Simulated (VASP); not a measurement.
Write the native input for VASP 6.6.1 that does the following.

| Quantity | Value |
| --- | --- |
| Task | single point |
| Functional | PBE |
| Potentials or basis | VASP PAW PBE potentials, release 64 (Pb_d, Se) |
| Cutoff | 520 eV |
| k mesh | 8 × 8 × 6 |
| Occupations | gaussian, width 0.05 eV |
| Spin | no spin polarisation |
| Dipole correction | no |
| Further INCAR settings | ALGO = Normal; EDIFF = 1e-06; NBANDS = 28 |

The structure of PbSe lies in POSCAR:

```
PbSe
1.0
    4.2339861057      0.0000000000      0.0000000000
   -2.1169930528      3.6667395268      0.0000000000
    0.0000000000      0.0000000000      7.5381893357
Pb Se
2 2
Direct
    0.0000000000      0.0000000000      0.0000000000
    0.0000000000      0.0000000000      0.5000000000
    0.3333333333      0.6666666667      0.2500000000
    0.6666666667      0.3333333333      0.7500000000
```

These files were run (other wordings do the same):

INCAR

```
SYSTEM = PbSe
PREC     = Accurate       ! precision mode
ENCUT    = 520            ! plane-wave cutoff, eV
EDIFF    = 1E-6           ! SCF threshold, eV
ISMEAR   = 0              ! smearing method
SIGMA    = 0.05           ! smearing width, eV
LREAL    = .False.        ! projectors in reciprocal space
LASPH    = .True.         ! aspherical terms in the spheres
NELM     = 60             ! most SCF steps
ALGO     = Normal         ! electronic algorithm
ISIF     = 2              ! what is computed and relaxed
LWAVE    = .False.        ! write WAVECAR
LCHARG   = .False.        ! write CHGCAR
GGA      = PE             ! functional
NBANDS   = 28             ! bands
```

KPOINTS

```
Automatic mesh
0
Gamma
  8 8 6
  0 0 0
```

Potentials or basis: VASP PAW PBE potentials, release 64 (Pb_d, Se).

Run with:

```console
$ cat potpaw_PBE.64/Pb_d/POTCAR potpaw_PBE.64/Se/POTCAR > POTCAR
$ mpirun -np 1 vasp_std > vasp.out
```

It gave:

```json
{
 "Pressure": "2.0 GPa",
 "Band gap on the k mesh": "0.03 eV (least direct gap 0.24 eV)"
}
```

Caveat: spin-orbit coupling is left out, which moves the levels of the heavy elements.

Wall time 80 s on 1 thread of AMD EPYC 7R13 Processor (Zen 3) (shared host), peak memory 0.27 GiB.
